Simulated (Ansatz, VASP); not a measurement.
One calculation of SiGe5, two programs

```xyz
6
Lattice="3.0256 0.0000 0.0000 -1.5128 2.6203 0.0000 0.0000 0.0000 14.3418" Properties=species:S:1:pos:R:3 pbc="T T T"
Si    0.0000    0.0000    7.1709
Ge    0.0000    1.7468   11.9881
Ge    1.5128    0.8734    9.3331
Ge    0.0000    1.7468    5.0087
Ge    1.5128    0.8734    2.3537
Ge    0.0000    0.0000    0.0000
```

Alike in both runs: functional PBE; k mesh 12 × 12 × 4; occupations gaussian, width 0.1 eV; no spin polarisation.

Ansatz relaxed the structure, and its values are those at the end. VASP's run is a single point on that final structure, the one shown.

|  | VASP | Ansatz |
| --- | --- | --- |
| version | VASP 6.6.1 | Ansatz 0.2.0 |
| potentials or method | VASP PAW PBE potentials, release 64 (Si, Ge_d), cutoff 520 eV | scalar-relativistic, plane waves, PAW |
| valence electrons in the cell | 74 | 74 |

Ansatz gave:

```
gap on the k mesh at the Fermi level (eV) : none
pressure (GPa)                            : 0.0
```

Task: Estimate VASP's values.

Result: gap on the k mesh at the Fermi level (eV): none; pressure (GPa): 0.1.

A gap of «none» marks a metal or a gap that the smearing closes.
